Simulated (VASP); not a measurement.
# CsSnI3 (Pm-3m) in VASP: further runs

CsSnI3 is run at these levels: PBEsol; tasks: single point.

All numbers are computed with VASP 6.6.1; they aren't measurements. Logs are shortened: lines on timing, memory, paths and dates and some standing lists are left out, and cuts for length are marked.

## 1. The cell of the first run

It takes space group Pm-3m (No. 221, cubic). Conventional cell: a = 6.009 Å, b = 6.009 Å, c = 6.009 Å, α = 90.00°, β = 90.00°, γ = 90.00°. Within 5.6 Å of Cs (site symmetry m-3m) lie 12 I at 4.25 Å and 8 Sn at 5.20 Å. Within 4.0 Å of Sn (site symmetry m-3m) lie 6 I at 3.00 Å. Within 4.0 Å of I (site symmetry 4/mmm) lie 2 Sn at 3.00 Å.

## 2. Single point, PBEsol (volume scaled by 0.94)

Input file INCAR:

```
SYSTEM = CsSnI3
  ALGO = Normal
  EDIFF = 1E-7
  ENCUT = 520
  GGA = PS
  ISIF = 2
  ISMEAR = 0
  LASPH = .TRUE.
  LCHARG = .FALSE.
  LREAL = .FALSE.
  LWAVE = .FALSE.
  NBANDS = 30
  NELM = 100
  PREC = Accurate
  SIGMA = 0.01
```

Input file KPOINTS:

```
k-points
0
G
  6 6 6
  0 0 0
```

Input file POSCAR:

```
CsSnI3
1.0
    6.0088511177      0.0000000000      0.0000000000
    0.0000000000      6.0088511177      0.0000000000
    0.0000000000      0.0000000000      6.0088511177
Cs Sn I
1 1 3
Direct
    0.0000000000      0.0000000000      0.0000000000
    0.5000000000      0.5000000000      0.5000000000
    0.0000000000      0.5000000000      0.5000000000
    0.5000000000      0.0000000000      0.5000000000
    0.5000000000      0.5000000000      0.0000000000
```

Potentials or basis: VASP PAW PBE potentials, release 64 (Cs_sv, Sn_d, I).

The run is started by

```bash
$ cat potpaw_PBE.64/Cs_sv/POTCAR potpaw_PBE.64/Sn_d/POTCAR potpaw_PBE.64/I/POTCAR > POTCAR
$ mpirun -np 1 vasp_std > vasp.out
```

OUTCAR:

```text
SYSTEM = CsSnI3
   EDIFF = 1E-7
   ENCUT = 520
   GGA = PS
   ISIF = 2
   ISMEAR = 0
   LASPH = .TRUE.
   LREAL = .FALSE.
   NELM = 100
   PREC = Accurate

 ion  position               nearest neighbor table
   1  0.000  0.000  0.000-
   2  0.500  0.500  0.500-   3 3.00   4 3.00   5 3.00   5 3.00   4 3.00   3 3.00
   3  0.000  0.500  0.500-   2 3.00   2 3.00
   4  0.500  0.000  0.500-   2 3.00   2 3.00
   5  0.500  0.500  0.000-   2 3.00   2 3.00

  LATTYP: Found a simple cubic cell.
 ALAT       =     6.0088511177

  Lattice vectors:

 A1 = (   6.0088511177,   0.0000000000,   0.0000000000)
 A2 = (   0.0000000000,   6.0088511177,   0.0000000000)
 A3 = (   0.0000000000,   0.0000000000,   6.0088511177)

Analysis of symmetry for initial positions (statically):
=====================================================================
 Subroutine PRICEL returns:
 Original cell was already a primitive cell.

 Routine SETGRP: Setting up the symmetry group for a
 simple cubic supercell.

 Subroutine GETGRP returns: Found 48 space group operations
 (whereof 48 operations were pure point group operations)
 out of a pool of 48 trial point group operations.

The static configuration has the point symmetry O_h .

Analysis of symmetry for dynamics (positions and initial velocities):
=====================================================================
 Subroutine PRICEL returns:
 Original cell was already a primitive cell.

 Routine SETGRP: Setting up the symmetry group for a
 simple cubic supercell.

 Subroutine GETGRP returns: Found 48 space group operations
 (whereof 48 operations were pure point group operations)
 out of a pool of 48 trial point group operations.

The dynamic configuration has the point symmetry O_h .

 Subroutine INISYM returns: Found 48 space group operations
 (whereof 48 operations are pure point group operations),
 and found     1 'primitive' translations

----------------------------------------------------------------------------------------

                                     Primitive cell

  volume of cell :     216.9573

  direct lattice vectors                    reciprocal lattice vectors
     6.008851118  0.000000000  0.000000000     0.166421164  0.000000000  0.000000000
     0.000000000  6.008851118  0.000000000     0.000000000  0.166421164  0.000000000
     0.000000000  0.000000000  6.008851118     0.000000000  0.000000000  0.166421164

  length of vectors
     6.008851118  6.008851118  6.008851118     0.166421164  0.166421164  0.166421164

  position of ions in fractional coordinates (direct lattice)
     0.000000000  0.000000000  0.000000000
     0.500000000  0.500000000  0.500000000
     0.000000000  0.500000000  0.500000000
     0.500000000  0.000000000  0.500000000
     0.500000000  0.500000000  0.000000000

  ion indices of the primitive-cell ions
   primitive index   ion index
                 1           1
                 2           2
                 3           3
                 4           4
                 5           5

----------------------------------------------------------------------------------------

 KPOINTS: k-points

Automatic generation of k-mesh.
 Grid dimensions read from file:
 generate k-points for:    6    6    6

 Generating k-lattice:

  Cartesian coordinates                     Fractional coordinates (reciprocal lattice)
     0.027736861  0.000000000  0.000000000     0.166666667  0.000000000  0.000000000
     0.000000000  0.027736861  0.000000000     0.000000000  0.166666667  0.000000000
     0.000000000  0.000000000  0.027736861     0.000000000  0.000000000  0.166666667

  Length of vectors
     0.027736861  0.027736861  0.027736861

  Shift w.r.t. Gamma in fractional coordinates (k-lattice)
     0.000000000  0.000000000  0.000000000

 Subroutine IBZKPT returns following result:
 ===========================================

 Found     20 irreducible k-points:

 Following reciprocal coordinates:
            Coordinates               Weight
  0.000000  0.000000  0.000000      1.000000
  0.166667  0.000000  0.000000      6.000000
  0.333333  0.000000  0.000000      6.000000
  0.500000  0.000000  0.000000      3.000000
  0.166667  0.166667  0.000000     12.000000
  0.333333  0.166667  0.000000     24.000000
[... 12 lines left out ...]
  0.500000  0.500000  0.333333      6.000000
  0.500000  0.500000  0.500000      1.000000
   k-points           NKPTS =     20   k-points in BZ     NKDIM =     20   number of bands    NBANDS=     30
   number of dos      NEDOS =    301   number of ions     NIONS =      5
   total plane-waves  NPLWV = 110592
   dimension x,y,z NGX =    48 NGY =   48 NGZ =   48
   dimension x,y,z NGXF=    96 NGYF=   96 NGZF=   96
   ions per type =               1   1   3
   NGX,Y,Z   is equivalent  to a cutoff of  13.28, 13.28, 13.28 a.u.
   NGXF,Y,Z  is equivalent  to a cutoff of  26.56, 26.56, 26.56 a.u.
 SYSTEM =  CsSnI3
   PREC   = accura    normal or accurate (medium, high low for compatibility)
   ISTART =      0    job   : 0-new  1-cont  2-samecut
   ICHARG =      2    charge: 1-file 2-atom 10-const
   ISPIN  =      1    spin polarized calculation?
   LNONCOLLINEAR =      F non collinear calculations
   LSORBIT =      F    spin-orbit coupling
   LASPH  =      T    aspherical Exc in radial PAW
   ENCUT  =  520.0 eV  38.22 Ry    6.18 a.u.  11.17 11.17 11.17*2*pi/ulx,y,z
   NELM   =    100;   NELMIN=  2; NELMDL= -5     # of ELM steps
   EDIFF  = 0.1E-06   stopping-criterion for ELM
   LREAL  =      F    real-space projection
   EDIFFG = 0.1E-05   stopping-criterion for IOM
   NSW    =      0    number of steps for IOM
   IBRION =     -1    ionic relax: 0-MD 1-quasi-New 2-CG
   NFREE  =      0    steps in history (QN), initial steepest desc. (CG)
   ISIF   =      2    stress and relaxation
   ISYM   =      2    0-nonsym 1-usesym 2-fastsym
   POTIM  = 0.5000    time-step for ionic-motion
   TEBEG  =    0.0;   TEEND  =   0.0 temperature during run
   PSTRESS=    0.0 pullay stress
   NELECT =      44.0000    total number of electrons
   NUPDOWN=      -1.0000    fix difference up-down
   EMIN   =  10.00;   EMAX   =-10.00  energy-range for DOS
   EFERMI =   0.00;   METHOD = LEGACY
   ISMEAR =     0;   SIGMA  =   0.01  broadening in eV -4-tet -1-fermi 0-gaus
   EFERMI_NEDOS =   21; number of points for ismear=-14 and -15
   IALGO  =     38    algorithm
   IMIX   =      4    mixing-type and parameters
     AMIX     =   0.40;   BMIX     =  1.00
     AMIX_MAG =   1.60;   BMIX_MAG =  1.00
  volume/ion in A,a.u.               =      43.39       292.82
  Fermi-wavevector in a.u.,A,eV,Ry     =   0.961836  1.817606 12.587133  0.925128
  Thomas-Fermi vector in A             =   2.091242
   LORBIT       =      0    0 simple, 1 ext, 2 COOP (PROOUT), +10 PAW based schemes
   GGA     = PS    functional components
   LHFCALC =     F    Hartree Fock is set to
   AEXX    =    0.0000 exact exchange contribution
   IVDW    =     0    specifies the selected vdW correction
   LEPSILON=     F    determine dielectric tensor
   LRPA    =     F    only Hartree local field effects (RPA)
 non-spin polarized calculation
 Gauss-broadening in eV      SIGMA  =   0.01
  energy-cutoff  :      520.00
  volume of cell :      216.96
 maximum number of plane-waves:      5904
 NGX is ok and might be reduce to    48
   NGX = 23   NGY = 23   NGZ = 23

 number of electron      44.0000005 magnetization

 Free energy of the ion-electron system (eV)
  ---------------------------------------------------
  ext. energy  EPLUGINS =         0.00000000
  ---------------------------------------------------
  free energy    TOTEN  =       -15.02381284 eV

  energy without entropy =      -15.02374142  energy(sigma->0) =      -15.02377713

 E-fermi :   3.8603     XC(G=0):  -8.1053

 val. band max:        3.3281309080   @ k =   0.5000   0.5000   0.3333
 cond. band min:       3.8633419347   @ k =   0.5000   0.5000   0.5000
 fundamental gap:      0.5352110267
 Fermi energy:         3.8602962330

 k-point     1 :       0.0000    0.0000    0.0000
  band No.  band energies     occupation
      1     -18.6832      2.00000
      2     -18.3395      2.00000
      3     -18.3395      2.00000
      4     -18.3017      2.00000
      5     -18.3017      2.00000
      6     -18.3017      2.00000
[... 22 lines left out ...]
     29       8.8541      0.00000
     30       8.8541      0.00000

 k-point     2 :       0.1667    0.0000    0.0000
  band No.  band energies     occupation
      1     -18.6830      2.00000
      2     -18.3395      2.00000
      3     -18.3388      2.00000
      4     -18.3018      2.00000
      5     -18.3018      2.00000
      6     -18.3017      2.00000
[... 22 lines left out ...]
     29       7.7234      0.00000
     30       8.6995      0.00000

 k-point     3 :       0.3333    0.0000    0.0000
  band No.  band energies     occupation
      1     -18.6826      2.00000
      2     -18.3395      2.00000
      3     -18.3373      2.00000
      4     -18.3019      2.00000
      5     -18.3019      2.00000
      6     -18.3017      2.00000
[... 22 lines left out ...]
     29       7.7574      0.00000
     30       8.2232      0.00000

 k-point     4 :       0.5000    0.0000    0.0000
  band No.  band energies     occupation
      1     -18.6824      2.00000
      2     -18.3395      2.00000
      3     -18.3366      2.00000
      4     -18.3020      2.00000
      5     -18.3020      2.00000
      6     -18.3017      2.00000
[... 22 lines left out ...]
     29       8.3341      0.00000
     30       8.3341      0.00000

 k-point     5 :       0.1667    0.1667    0.0000
  band No.  band energies     occupation
      1     -18.6828      2.00000
      2     -18.3391      2.00000
      3     -18.3384      2.00000
      4     -18.3018      2.00000
      5     -18.3018      2.00000
      6     -18.3017      2.00000
[... 22 lines left out ...]
     29       7.5386      0.00000
     30       7.8722      0.00000
[... 394 lines left out ...]
     29       7.9429      0.00000
     30       8.6502      0.00000

 k-point    18 :       0.5000    0.3333    0.3333
  band No.  band energies     occupation
      1     -18.6814      2.00000
      2     -18.3362      2.00000
      3     -18.3354      2.00000
      4     -18.3022      2.00000
      5     -18.3022      2.00000
      6     -18.3022      2.00000
[... 22 lines left out ...]
     29       7.7696      0.00000
     30       8.3542      0.00000

 k-point    19 :       0.5000    0.5000    0.3333
  band No.  band energies     occupation
      1     -18.6812      2.00000
      2     -18.3358      2.00000
      3     -18.3351      2.00000
      4     -18.3023      2.00000
      5     -18.3022      2.00000
      6     -18.3022      2.00000
[... 22 lines left out ...]
     29       7.6181      0.00000
     30       8.5362      0.00000

 k-point    20 :       0.5000    0.5000    0.5000
  band No.  band energies     occupation
      1     -18.6811      2.00000
      2     -18.3351      2.00000
      3     -18.3351      2.00000
      4     -18.3023      2.00000
      5     -18.3023      2.00000
      6     -18.3023      2.00000
[... 22 lines left out ...]
     29       7.4238      0.00000
     30       8.7491      0.00000

------------------------ aborting loop because EDIFF is reached ----------------------------------------

  FORCE on cell =-STRESS in cart. coord.  units (eV):
  Direction    XX          YY          ZZ          XY          YZ          ZX
  --------------------------------------------------------------------------------------
  -------------------------------------------------------------------------------------
  Total        1.7736119      1.7736119      1.7736119     -0.0000000      0.0000000     -0.0000000
  in kB       13.0976940     13.0976940     13.0976940     -0.0000000      0.0000000     -0.0000000
  external PRESSURE =      13.0976940 kB  Pullay stress =       0.0000000 kB

 VOLUME and BASIS-vectors are now :
 -----------------------------------------------------------------------------
  energy-cutoff  :      520.00
  volume of cell :      216.96
      direct lattice vectors                 reciprocal lattice vectors
     6.008851118  0.000000000  0.000000000     0.166421164  0.000000000  0.000000000
     0.000000000  6.008851118  0.000000000     0.000000000  0.166421164  0.000000000
     0.000000000  0.000000000  6.008851118     0.000000000  0.000000000  0.166421164

 POSITION                                       TOTAL-FORCE (eV/Angst)
 -----------------------------------------------------------------------------------
      0.00000      0.00000      0.00000         0.000000      0.000000      0.000000
      3.00443      3.00443      3.00443         0.000000      0.000000      0.000000
      0.00000      3.00443      3.00443         0.000000      0.000000      0.000000
      3.00443      0.00000      3.00443         0.000000      0.000000      0.000000
      3.00443      3.00443      0.00000         0.000000      0.000000      0.000000
 -----------------------------------------------------------------------------------
    total drift:                                0.000000     -0.000000     -0.000000

  FREE ENERGIE OF THE ION-ELECTRON SYSTEM (eV)
  ---------------------------------------------------
  free  energy   TOTEN  =       -15.0238128351 eV

  energy  without entropy=      -15.0237414173  energy(sigma->0) =      -15.02377713
```

It took 99 s on 1 thread of Intel Xeon Platinum 8488C (Sapphire Rapids), shared host; peak memory 0.39 GiB.

What came out:

```yaml
Free_energy: -15.0238 eV
Pressure: 1.3 GPa
Band_gap_on_the_k_mesh: zero (filled and empty bands touch)
```

Levels at points of the mesh, in eV from the Fermi level:
```csv
k point,band 20,band 21,band 22,band 23,band 24,band 25
"(0.00, 0.00, 0.00)",-2.61,-2.61,-2.61,1.75,2.50,2.50
"(0.50, 0.00, 0.00)",-2.78,-2.78,-1.72,0.86,3.50,3.50
"(0.50, 0.50, 0.00)",-2.96,-2.12,-0.76,0.52,0.52,3.83
"(0.50, 0.50, 0.50)",-2.10,-2.10,0.00,0.00,0.00,0.21
```

Caveat: the PAW data sets were made with another functional, which shifts forces and pressure a little; spin-orbit coupling is left out, which moves the levels of the heavy elements.

## 3. Single point, PBEsol (volume scaled by 0.97)

Input file INCAR:

```
SYSTEM = CsSnI3
ALGO = Normal
EDIFF = 1E-6
ENCUT = 520
GGA = PS
ISIF = 2
ISMEAR = 0
LASPH = .True.
LCHARG = .False.
LREAL = .False.
LWAVE = .False.
NBANDS = 30
NELM = 60
PREC = Accurate
SIGMA = 0.01
```

Input file KPOINTS:

```
k-points
0
Gamma
  6 6 6
  0 0 0
```

Changes to POSCAR since step 2:

```diff
@@ -2,5 +2,5 @@
 1.0
-    6.0088511177      0.0000000000      0.0000000000
-    0.0000000000      6.0088511177      0.0000000000
-    0.0000000000      0.0000000000      6.0088511177
+    6.0721068305      0.0000000000      0.0000000000
+    0.0000000000      6.0721068305      0.0000000000
+    0.0000000000      0.0000000000      6.0721068305
 Cs Sn I
```

Potentials or basis: VASP PAW PBE potentials, release 64 (Cs_sv, Sn_d, I).

The run is started by

```bash
$ cat potpaw_PBE.64/Cs_sv/POTCAR potpaw_PBE.64/Sn_d/POTCAR potpaw_PBE.64/I/POTCAR > POTCAR
$ mpirun -np 1 vasp_std > vasp.out
```

It took 1.9 min on 1 thread of Intel Xeon Platinum 8488C (Sapphire Rapids), shared host; peak memory 0.4 GiB.

Results (log left out):

```yaml
Free_energy: -15.0653 eV
Pressure: 0.6 GPa
Band_gap_on_the_k_mesh: zero (filled and empty bands touch)
```

Levels at points of the mesh, in eV from the Fermi level:
```csv
k point,band 18,band 19,band 20,band 21,band 22,band 23,band 24,band 25,band 26,band 27
"(0.00, 0.00, 0.00)",-2.76,-2.76,-2.55,-2.55,-2.55,1.76,2.59,2.59,2.92,2.92
"(0.50, 0.00, 0.00)",-3.03,-2.96,-2.71,-2.71,-1.76,0.84,3.46,3.52,3.76,3.81
"(0.50, 0.50, 0.00)",-3.12,-3.12,-2.90,-2.09,-0.86,0.51,0.51,3.85,3.92,4.05
"(0.50, 0.50, 0.50)",-2.89,-2.07,-2.07,-2.07,0.00,0.00,0.00,0.05,2.54,3.60
```

Caveat: the PAW data sets were made with another functional, which shifts forces and pressure a little; spin-orbit coupling is left out, which moves the levels of the heavy elements.

## 4. Single point, PBEsol (equal strain along all axes, cell held: -4.0 %)

Input file INCAR:

```
  PREC = Accurate
  ENCUT = 520
  EDIFF = 1E-7
  ISMEAR = 0
  SIGMA = 0.01
  LREAL = F
  LASPH = T
  NELM = 80
  ALGO = Normal
  ISIF = 2
  LWAVE = F
  LCHARG = F
  GGA = PS
  NBANDS = 30
```

Input file KPOINTS:

```
regular mesh
0
Gamma
  6 6 6
```

Changes to POSCAR since step 3:

```diff
@@ -2,5 +2,5 @@
 1.0
-    6.0721068305      0.0000000000      0.0000000000
-    0.0000000000      6.0721068305      0.0000000000
-    0.0000000000      0.0000000000      6.0721068305
+    5.8887085413      0.0000000000      0.0000000000
+    0.0000000000      5.8887085413      0.0000000000
+    0.0000000000      0.0000000000      5.8887085413
 Cs Sn I
```

The run is started by

```bash
$ cat potpaw_PBE.64/Cs_sv/POTCAR potpaw_PBE.64/Sn_d/POTCAR potpaw_PBE.64/I/POTCAR > POTCAR
$ mpirun -np 1 vasp_std > vasp.out
```

It took 3.2 min on 1 thread of AMD EPYC 7R43 (Zen 3), shared host; peak memory 0.34 GiB.

Results (log left out):

| Quantity | Value |
| --- | --- |
| Free energy | -14.8550 eV |
| Pressure | 3.0 GPa |
| Band gap on the k mesh | zero (filled and empty bands touch) |

Levels at points of the mesh, in eV from the Fermi level:
```tsv
k point	band 19	band 20	band 21	band 22	band 23	band 24	band 25	band 26
(0.00, 0.00, 0.00)	-2.99	-2.71	-2.71	-2.71	1.74	2.32	2.32	2.65
(0.50, 0.00, 0.00)	-3.25	-2.93	-2.93	-1.63	0.88	3.48	3.57	3.58
(0.50, 0.50, 0.00)	-3.43	-3.05	-2.19	-0.56	0.56	0.56	3.77	4.06
(0.50, 0.50, 0.50)	-2.16	-2.16	-2.16	0.00	0.00	0.00	0.54	2.39
```

Caveat: the cell differs from its parent crystal (equal strain along all axes, cell held: -4.0 %); the PAW data sets were made with another functional, which shifts forces and pressure a little; spin-orbit coupling is left out, which moves the levels of the heavy elements.

(Continued in part 2 of 2.)
